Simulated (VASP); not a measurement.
# Al12HCl in VASP: single point with PBEsol

Aim: the single point of Al12HCl with PBEsol.

All numbers are computed with VASP 6.6.1; they aren't measurements. Logs are shortened: lines on timing, memory, paths and dates and some standing lists are left out, and cuts for length are marked.

### 1 The cell of the first run

The cell holds a slab with vacuum, 14 atoms: a = 5.728 Å, b = 5.728 Å, c = 17.677 Å, α = 90.00°, β = 90.00°, γ = 60.00°.

### 2 Single point, PBEsol

INCAR

```
SYSTEM = Al12HCl
ALGO = Normal ; EDIFF = 1E-6
ENCUT = 520 ; GGA = PS
ISIF = 2 ; ISMEAR = 0
LASPH = .TRUE. ; LCHARG = .FALSE.
LREAL = .FALSE. ; LWAVE = .FALSE.
NBANDS = 35 ; NELM = 60
PREC = Accurate ; SIGMA = 0.15
```

KPOINTS

```
k-points
0
G
  3 3 1
  0 0 0
```

POSCAR

```
Al12HCl
1.0
    5.7275649651      0.0000000201      0.0000000000
    2.8637820000      4.9602170403      0.0000000000
    0.0000000000      0.0000000000     17.6765370000
Al Cl H
12 1 1
Direct
    0.1666666700      0.1666666700      0.0565721700
    0.6666666550      0.1666667000      0.0565721700
    0.1666667000      0.6666666550      0.0565721700
    0.6666666800      0.6666666800      0.0565721700
   -0.1679474019      0.3409812473      0.1834795267
    0.3335039797      0.3335039797      0.1910747443
   -0.1638379371      0.8361620629      0.1818056373
    0.3409812473      0.8320525981      0.1834795267
   -0.0056102403     -0.0056102403      0.3077329017
    0.4894012253     -0.0015522703      0.3171052104
   -0.0015522703      0.4894012253      0.3171052104
    0.5059034199      0.5059034199      0.3111911014
    0.2421046559      0.2421046559      0.4301811816
    0.8334609920     -0.1665390080      0.3624406560
```

Potentials or basis: VASP PAW PBE potentials, release 64 (Al, Cl, H).

The run is started by

```console
> cat potpaw_PBE.64/Al/POTCAR potpaw_PBE.64/Cl/POTCAR potpaw_PBE.64/H/POTCAR > POTCAR
> mpirun -np 1 vasp_std > vasp.out
```

OUTCAR:

```text
SYSTEM = Al12HCl
   EDIFF = 1E-6
   ENCUT = 520
   GGA = PS
   ISIF = 2
   ISMEAR = 0
   LASPH = .TRUE.
   LREAL = .FALSE.
   NELM = 60
   PREC = Accurate

 ion  position               nearest neighbor table
   1  0.167  0.167  0.057-   5 2.79   8 2.79   2 2.86   2 2.86   3 2.86   3 2.86   4 2.86   4 2.86
                             6 2.90
   2  0.667  0.167  0.057-   7 2.75   5 2.81   4 2.86   3 2.86   1 2.86   1 2.86   4 2.86   3 2.86
                             6 2.90
   3  0.167  0.667  0.057-   7 2.75   8 2.81   4 2.86   2 2.86   1 2.86   1 2.86   4 2.86   2 2.86
                             6 2.90
   4  0.667  0.667  0.057-   8 2.76   5 2.76   7 2.78   3 2.86   2 2.86   3 2.86   2 2.86   1 2.86
                             1 2.86
   5  0.832  0.341  0.183-   4 2.76  12 2.78   9 2.79   1 2.79   2 2.81   8 2.81  11 2.83   7 2.85
                             6 2.85   7 2.88   6 2.88   8 2.91
   6  0.334  0.334  0.191-  12 2.73  11 2.78  10 2.78   5 2.85   8 2.85   7 2.87   7 2.87   5 2.88
                             8 2.88   2 2.90   3 2.90   1 2.90
   7  0.836  0.836  0.182-   9 2.72   3 2.75   2 2.75   4 2.78   8 2.85   5 2.85   6 2.87   6 2.87
                             8 2.88   5 2.88  10 2.95  11 2.95
   8  0.341  0.832  0.183-   4 2.76  12 2.78   9 2.79   1 2.79   3 2.81   5 2.81  10 2.83   7 2.85
                             6 2.85   7 2.88   6 2.88   5 2.91
   9  0.994  0.994  0.308-  14 1.87   7 2.72   8 2.79   5 2.79  10 2.85  11 2.85  12 2.87  12 2.87
                            10 2.89  11 2.89
  10  0.489  0.998  0.317-  14 1.89  13 2.44  12 2.78   6 2.78  11 2.81   8 2.83   9 2.85   9 2.89
                            11 2.92   7 2.95  12 2.96
  11  0.998  0.489  0.317-  14 1.89  13 2.44  12 2.78   6 2.78  10 2.81   5 2.83   9 2.85   9 2.89
                            10 2.92   7 2.95  12 2.96
  12  0.506  0.506  0.311-   6 2.73  11 2.78  10 2.78   5 2.78   8 2.78   9 2.87   9 2.87  11 2.96
                            10 2.96
  13  0.242  0.242  0.430-  10 2.44  11 2.44
  14  0.833  0.833  0.362-   9 1.87  10 1.89  11 1.89

  LATTYP: Found a hexagonal cell.
 ALAT       =     5.7275649652
 C/A-ratio  =     3.0862219997

  Lattice vectors:

 A1 = (  -2.8637820000,  -4.9602170403,   0.0000000000)
 A2 = (   5.7275649651,   0.0000000201,   0.0000000000)
 A3 = (   0.0000000000,   0.0000000000,  17.6765370000)

Analysis of symmetry for initial positions (statically):
=====================================================================
 Subroutine PRICEL returns:
 Original cell was already a primitive cell.

 Routine SETGRP: Setting up the symmetry group for a
 hexagonal supercell.

 Subroutine GETGRP returns: Found  2 space group operations
 (whereof  2 operations were pure point group operations)
 out of a pool of 24 trial point group operations.

The static configuration has the point symmetry C_1h.

Analysis of symmetry for dynamics (positions and initial velocities):
=====================================================================
 Subroutine PRICEL returns:
 Original cell was already a primitive cell.

 Routine SETGRP: Setting up the symmetry group for a
 hexagonal supercell.

 Subroutine GETGRP returns: Found  2 space group operations
 (whereof  2 operations were pure point group operations)
 out of a pool of 24 trial point group operations.

The dynamic configuration has the point symmetry C_1h.

 Subroutine INISYM returns: Found  2 space group operations
 (whereof  2 operations are pure point group operations),
 and found     1 'primitive' translations

----------------------------------------------------------------------------------------

                                     Primitive cell

  volume of cell :     502.1898

  direct lattice vectors                    reciprocal lattice vectors
     5.727564965  0.000000020  0.000000000     0.174594266 -0.100802024  0.000000000
     2.863782000  4.960217040  0.000000000    -0.000000001  0.201604082  0.000000000
     0.000000000  0.000000000 17.676537000     0.000000000  0.000000000  0.056572167

  length of vectors
     5.727564965  5.727564965 17.676537000     0.201604082  0.201604082  0.056572167

  position of ions in fractional coordinates (direct lattice)
     0.166666670  0.166666670  0.056572170
[... 37 lines left out ...]
 generate k-points for:    3    3    1

 Generating k-lattice:

  Cartesian coordinates                     Fractional coordinates (reciprocal lattice)
     0.058198089 -0.033600675  0.000000000     0.333333333  0.000000000  0.000000000
    -0.000000000  0.067201361  0.000000000     0.000000000  0.333333333  0.000000000
     0.000000000  0.000000000  0.056572167     0.000000000  0.000000000  1.000000000

  Length of vectors
     0.067201361  0.067201361  0.056572167

  Shift w.r.t. Gamma in fractional coordinates (k-lattice)
     0.000000000  0.000000000  0.000000000

 Subroutine IBZKPT returns following result:
 ===========================================

 Found      4 irreducible k-points:

 Following reciprocal coordinates:
            Coordinates               Weight
  0.000000  0.000000  0.000000      1.000000
  0.333333 -0.000000  0.000000      4.000000
  0.333333  0.333333  0.000000      2.000000
 -0.333333  0.333333  0.000000      2.000000
   k-points           NKPTS =      4   k-points in BZ     NKDIM =      4   number of bands    NBANDS=     35
   number of dos      NEDOS =    301   number of ions     NIONS =     14
   total plane-waves  NPLWV = 322560
   dimension x,y,z NGX =    48 NGY =   48 NGZ =  140
   dimension x,y,z NGXF=    96 NGYF=   96 NGZF=  280
   ions per type =              12   1   1
   NGX,Y,Z   is equivalent  to a cutoff of  13.93, 13.93, 13.17 a.u.
   NGXF,Y,Z  is equivalent  to a cutoff of  27.86, 27.86, 26.33 a.u.
 SYSTEM =  Al12HCl
   PREC   = accura    normal or accurate (medium, high low for compatibility)
   ISTART =      0    job   : 0-new  1-cont  2-samecut
   ICHARG =      2    charge: 1-file 2-atom 10-const
   ISPIN  =      1    spin polarized calculation?
   LNONCOLLINEAR =      F non collinear calculations
   LSORBIT =      F    spin-orbit coupling
   LASPH  =      T    aspherical Exc in radial PAW
   ENCUT  =  520.0 eV  38.22 Ry    6.18 a.u.  10.65 10.65 32.87*2*pi/ulx,y,z
   NELM   =     60;   NELMIN=  2; NELMDL= -5     # of ELM steps
   EDIFF  = 0.1E-05   stopping-criterion for ELM
   LREAL  =      F    real-space projection
   EDIFFG = 0.1E-04   stopping-criterion for IOM
   NSW    =      0    number of steps for IOM
   IBRION =     -1    ionic relax: 0-MD 1-quasi-New 2-CG
   NFREE  =      0    steps in history (QN), initial steepest desc. (CG)
   ISIF   =      2    stress and relaxation
   ISYM   =      2    0-nonsym 1-usesym 2-fastsym
   POTIM  = 0.5000    time-step for ionic-motion
   TEBEG  =    0.0;   TEEND  =   0.0 temperature during run
   PSTRESS=    0.0 pullay stress
   NELECT =      44.0000    total number of electrons
   NUPDOWN=      -1.0000    fix difference up-down
   EMIN   =  10.00;   EMAX   =-10.00  energy-range for DOS
   EFERMI =   0.00;   METHOD = LEGACY
   ISMEAR =     0;   SIGMA  =   0.15  broadening in eV -4-tet -1-fermi 0-gaus
   EFERMI_NEDOS =   21; number of points for ismear=-14 and -15
   IALGO  =     38    algorithm
   IMIX   =      4    mixing-type and parameters
     AMIX     =   0.40;   BMIX     =  1.00
     AMIX_MAG =   1.60;   BMIX_MAG =  1.00
  volume/ion in A,a.u.               =      35.87       242.07
  Fermi-wavevector in a.u.,A,eV,Ry     =   0.727115  1.374048  7.193348  0.528696
  Thomas-Fermi vector in A             =   1.818258
   LORBIT       =      0    0 simple, 1 ext, 2 COOP (PROOUT), +10 PAW based schemes
   GGA     = PS    functional components
   LHFCALC =     F    Hartree Fock is set to
   AEXX    =    0.0000 exact exchange contribution
   IVDW    =     0    specifies the selected vdW correction
   LEPSILON=     F    determine dielectric tensor
   LRPA    =     F    only Hartree local field effects (RPA)
 non-spin polarized calculation
 Gauss-broadening in eV      SIGMA  =   0.15
  energy-cutoff  :      520.00
  volume of cell :      502.19
 maximum number of plane-waves:     13577
 NGX is ok and might be reduce to    42
   NGX = 21   NGY = 21   NGZ = 65

 number of electron      43.9999999 magnetization

 Free energy of the ion-electron system (eV)
  ---------------------------------------------------
  ext. energy  EPLUGINS =         0.00000000
  ---------------------------------------------------
  free energy    TOTEN  =       -52.68976427 eV

  energy without entropy =      -52.61154369  energy(sigma->0) =      -52.65065398

 E-fermi :   0.8913     XC(G=0):  -5.3913

 val. band max:        0.7935345850   @ k =   0.0000   0.0000   0.0000
 cond. band min:       0.9527504630   @ k =   0.3333   0.3333   0.0000
 fundamental gap:      0.1592158781
 Fermi energy:         0.8912865797

 k-point     1 :       0.0000    0.0000    0.0000
  band No.  band energies     occupation
      1     -15.3406      2.00000
      2      -9.6868      2.00000
      3      -8.1660      2.00000
      4      -5.9703      2.00000
      5      -5.0740      2.00000
      6      -4.4283      2.00000
[... 137 lines left out ...]
     33       4.3263      0.00000
     34       4.5879      0.00000
 [bands above 34 left out]

------------------------ aborting loop because EDIFF is reached ----------------------------------------

  FORCE on cell =-STRESS in cart. coord.  units (eV):
  Direction    XX          YY          ZZ          XY          YZ          ZX
  --------------------------------------------------------------------------------------
  -------------------------------------------------------------------------------------
  Total       -2.7363178     -2.1964151      0.0198418     -0.4675695     -0.0152717     -0.0264514
  in kB       -8.7298991     -7.0074033      0.0633029     -1.4917254     -0.0487226     -0.0843900
  external PRESSURE =      -5.2246665 kB  Pullay stress =       0.0000000 kB

 VOLUME and BASIS-vectors are now :
 -----------------------------------------------------------------------------
  energy-cutoff  :      520.00
  volume of cell :      502.19
      direct lattice vectors                 reciprocal lattice vectors
     5.727564965  0.000000020  0.000000000     0.174594266 -0.100802024  0.000000000
     2.863782000  4.960217040  0.000000000    -0.000000001  0.201604082  0.000000000
     0.000000000  0.000000000 17.676537000     0.000000000  0.000000000  0.056572167

 POSITION                                       TOTAL-FORCE (eV/Angst)
 -----------------------------------------------------------------------------------
      1.43189      0.82670      1.00000        -0.051143     -0.029528      0.219646
      4.29567      0.82670      1.00000         0.039368     -0.227093     -0.012576
      2.86378      3.30681      1.00000        -0.176984      0.147640     -0.012576
      5.72756      3.30681      1.00000         0.195380      0.112803     -0.196132
      5.74213      1.69134      3.24328         0.000926     -0.009689      0.005784
      2.86525      1.65425      3.37754        -0.001329     -0.000767     -0.019795
      7.18376      4.14755      3.21369         0.008121      0.004689     -0.024447
      4.33581      4.12716      3.24328        -0.007928      0.005646      0.005784
      8.54315      4.93239      5.43965        -0.007562     -0.004366      0.009864
      5.66241      4.95252      5.60532         0.015471      0.001901      0.016961
      7.12021      2.42754      5.60532         0.009382      0.012448      0.016961
      4.34639      2.50939      5.50078        -0.018519     -0.010692      0.007119
      2.08001      1.20089      7.60411         0.004010      0.002315     -0.011313
      7.16055      4.13415      6.40670        -0.009192     -0.005307     -0.005279
 -----------------------------------------------------------------------------------
    total drift:                                0.000243      0.000140     -0.000068

  FREE ENERGIE OF THE ION-ELECTRON SYSTEM (eV)
  ---------------------------------------------------
  free  energy   TOTEN  =       -52.6897642669 eV

  energy  without entropy=      -52.6115436900  energy(sigma->0) =      -52.65065398
```

Wall time 3.6 min (1 thread of Intel Xeon Platinum 8259CL at 2.50GHz (Skylake/Cascade Lake), shared host); peak memory 0.68 GiB.

What came out:

- Free energy: -52.6898 eV
- Largest force: 0.299 eV/Å
- Band gap on the k mesh: zero (bands 22 and 23 overlap by 0.18 eV)

Forces on the atoms (eV/Å):
```
Al  -0.051 -0.030  0.220
Al   0.039 -0.227 -0.013
Al  -0.177  0.148 -0.013
Al   0.195  0.113 -0.196
Al   0.001 -0.010  0.006
Al  -0.001 -0.001 -0.020
Al   0.008  0.005 -0.024
Al  -0.008  0.006  0.006
Al  -0.008 -0.004  0.010
Al   0.015  0.002  0.017
Al   0.009  0.012  0.017
Al  -0.019 -0.011  0.007
Cl   0.004  0.002 -0.011
H   -0.009 -0.005 -0.005
```

Caveat: the k points lie up to 0.42 Å⁻¹ apart; there is no dipole correction, which matters where the two faces differ; the PAW data sets were made with another functional, which shifts forces and pressure a little.

The gap in the log of VASP goes by the Fermi energy; the results here count the filled bands.